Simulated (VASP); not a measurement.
A run of VASP 6.6.1 is set up as follows.

Contents of INCAR:

```
ALGO = Normal ; EDIFF = 1E-6
ENCUT = 690 ; GGA = PE
GGA_COMPAT = False ; ISIF = 2
ISMEAR = 0 ; ISPIN = 2
LASPH = True ; LCHARG = True
LELF = True ; LMAXMIX = 4
LORBIT = 11 ; LREAL = False
LVHAR = True ; LWAVE = False
MAGMOM = 3 3 3 3 0 0 ; NBANDS = 63
NELM = 200 ; PREC = Accurate
SIGMA = 0.1
```

KPOINTS

```
k-points
0
Gamma
  6 6 6
```

The input POSCAR:

```
Co2Ru
1.0
    0.0000000000      3.2177536168      3.2177536168
    3.2177536168      0.0000000000      3.2177536168
    3.2177536168      3.2177536168      0.0000000000
Co Ru
4 2
Direct
    0.6250000000      0.6250000000      0.6250000000
    0.1250000000      0.6250000000      0.6250000000
    0.6250000000      0.6250000000      0.1250000000
    0.6250000000      0.1250000000      0.6250000000
    0.0000000000      0.0000000000      0.0000000000
    0.2500000000      0.2500000000      0.2500000000
```

Potentials or basis: VASP PAW PBE potentials, release 64 (Co_sv, Ru_sv).

The run is started by

```sh
$ cat potpaw_PBE.64/Co_sv/POTCAR potpaw_PBE.64/Ru_sv/POTCAR > POTCAR
$ mpirun -np 1 vasp_std > vasp.out
```

Question: What does it give for the net moment?

Answer: 7.16 μB per cell.

Question: Estimate the site moments.

Answer: Co +1.65; Ru +0.35 μB.

Question: Predict the pressure.

Answer: 21.0 GPa.

Caveat: the cell stands under pressure.
